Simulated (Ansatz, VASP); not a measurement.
**One calculation of AlB2P3, two programs**

INCAR

```
PREC = Accurate ; ENCUT = 520
EDIFF = 1E-6 ; ISMEAR = 0
SIGMA = 0.1 ; LREAL = False
LASPH = True ; NELM = 100
ALGO = Normal ; ISIF = 2
LWAVE = False ; LCHARG = False
GGA = PE ; NBANDS = 21
```

KPOINTS

```
regular mesh
0
Gamma
  6 6 2
```

POSCAR

```
AlB2P3
1.0
    3.5026149900      0.0000000000      0.0000000000
   -1.7513075000      3.0333535600      0.0000000000
    0.0000000000      0.0000000000      8.5796194900
Al B P
1 2 3
Direct
    0.6666666700      0.3333333300      0.3333333300
    0.0000000000      0.0000000000      0.0000000000
    0.3333333300      0.6666666700      0.6666666700
    0.0000000000      0.0000000000      0.2500000000
    0.6666666700      0.3333333300      0.5833333300
    0.3333333300      0.6666666700      0.9166666700
```

Input for Ansatz:

```yaml
crystal:
  lattice:
    - [3.50261499, 0.0, 0.0]
    - [-1.7513075, 3.03335356, 0.0]
    - [0.0, 0.0, 8.57961949]
  atoms:
    - { symbol: Al, position: [0.66666667, 0.33333333, 0.33333333] }
    - { symbol: B, position: [0.0, 0.0, 0.0] }
    - { symbol: B, position: [0.33333333, 0.66666667, 0.66666667] }
    - { symbol: P, position: [0.0, 0.0, 0.25] }
    - { symbol: P, position: [0.66666667, 0.33333333, 0.58333333] }
    - { symbol: P, position: [0.33333333, 0.66666667, 0.91666667] }
basis:
  ecutwfc: 420
kpoints:
  mp_grid: { grid: [6, 6, 2] }
hamiltonian:
  xc: pbe
scf:
  occupations: { method: gaussian, width: 0.1 }
  lower_state_search: "off"
output:
  forces: true
  stress: true
  eigenvalues: true
```

Alike in both runs: task single point; functional PBE; k mesh 6 × 6 × 2; occupations gaussian, width 0.1 eV; no spin polarisation.

```csv
,VASP,Ansatz
version,VASP 6.6.1,Ansatz 0.2.0
potentials or method,"VASP PAW PBE potentials, release 64 (Al, B, P), cutoff 520 eV","scalar-relativistic, plane waves, PAW"
valence electrons in the cell,24,24
```

VASP gave:

```
gap on the k mesh at the Fermi level (eV)                     : 1.41
least direct gap on the mesh (eV)                             : 2.44
pressure (GPa)                                                : 0.6
traceless stress, the component that is largest in VASP (GPa) : 0.16
rms of the force components (eV/Å)                            : 1.426
```

Problem. Which values does Ansatz return?

Solution. gap on the k mesh at the Fermi level (eV): 1.42; least direct gap on the mesh (eV): 2.44; pressure (GPa): 0.8; traceless stress, the component that is largest in VASP (GPa): 0.16; rms of the force components (eV/Å): 1.428.

Atom by atom the forces differ by 0.003 eV/Å (rms over components). With one functional, cell and mesh, what is left measures potentials, basis and numerics.
